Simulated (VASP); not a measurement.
Al3Cu: single point with PBEsol

Crystal: Al3Cu.

```
Al Cu
1.0
     4.03913    0.00000    0.00000
     0.00000    4.03913    0.00000
     0.00000    0.00000    4.03913
Al Cu
3 1
Direct
  0.00000 0.50000 0.50000
  0.50000 0.00000 0.50000
  0.50000 0.50000 0.00000
  0.00000 0.00000 0.00000
```

This cell differs from its parent crystal: strained.

- Program: VASP 6.6.1
- Task: single point
- Functional: PBEsol
- Potentials or basis: VASP PAW PBE potentials, release 64 (Al, Cu)
- Cutoff: 520 eV
- k mesh: 12 × 12 × 12
- Occupations: gaussian, width 0.1 eV
- Spin: no spin polarisation

```yaml
Pressure: -8.5 GPa
Band_gap_on_the_k_mesh: zero (bands 10 and 11 overlap by 4.15 eV)
```

Levels at points of the mesh, in eV from the Fermi level:
```tsv
k point	band 8	band 9	band 10	band 11	band 12	band 13
(0.00, 0.00, 0.00)	-2.21	-2.21	-0.44	0.20	0.20	5.90
(0.50, 0.00, 0.00)	0.28	0.28	0.34	0.34	0.89	1.30
(0.50, 0.50, 0.00)	-3.03	-2.81	1.32	2.75	2.75	3.31
(0.50, 0.50, 0.50)	-3.09	-3.09	-2.25	-1.91	-1.91	-1.91
```

It took 48 s on 1 thread of Intel(R) Xeon(R) 6975P-C (Granite Rapids), on a shared host, peak memory 0.22 GiB.

Caveat: the cell differs from its parent crystal (strained); the cell stands under tension; the PAW data sets were made with another functional, which shifts forces and pressure a little.
